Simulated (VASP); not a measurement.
Write the native input for VASP 6.6.1 that does the following.

| Property | Result |
| --- | --- |
| Task | single point |
| Functional | PBEsol |
| Potentials or basis | VASP PAW PBE potentials, release 64 (Cs_sv, Cl) |
| Cutoff | 500 eV |
| k mesh | 8 × 8 × 8 |
| Occupations | gaussian, width 0.05 eV |
| Spin | no spin polarisation |
| Dipole correction | no |
| Further INCAR settings | ALGO = Normal; EDIFF = 1e-06; NBANDS = 15 |

The structure of CsCl lies in POSCAR:

```
CsCl
1.0
    4.1229998261      0.0000000000      0.0000000000
    0.0000000000      4.1229998261      0.0000000000
    0.0000000000      0.0000000000      4.1229998261
Cs Cl
1 1
Direct
    0.0000000000      0.0000000000      0.0000000000
    0.5000000000      0.5000000000      0.5000000000
```

One way to write it, as run:

INCAR

```
SYSTEM = CsCl
ALGO = Normal ; EDIFF = 1E-6
ENCUT = 500 ; GGA = PS
GGA_COMPAT = .FALSE. ; ISIF = 2
ISMEAR = 0 ; LASPH = .TRUE.
LCHARG = .FALSE. ; LREAL = .FALSE.
LWAVE = .FALSE. ; NBANDS = 15
NELM = 120 ; PREC = Accurate
SIGMA = 0.05
```

KPOINTS

```
k-points
0
G
  8 8 8
  0 0 0
```

Potentials or basis: VASP PAW PBE potentials, release 64 (Cs_sv, Cl).

Run with:

```bash
$ cat potpaw_PBE.64/Cs_sv/POTCAR potpaw_PBE.64/Cl/POTCAR > POTCAR
$ mpirun -np 1 vasp_std > vasp.out
```

Results of the run:

```
Pressure               : -0.6 GPa
Band gap on the k mesh : 5.05 eV, direct
```

Caveat: the PAW data sets were made with another functional, which shifts forces and pressure a little; spin-orbit coupling is left out, which moves the levels of the heavy elements.

Wall time 35 s on 1 thread of Intel Xeon 8259CL, on a shared host, peak memory 0.18 GiB.
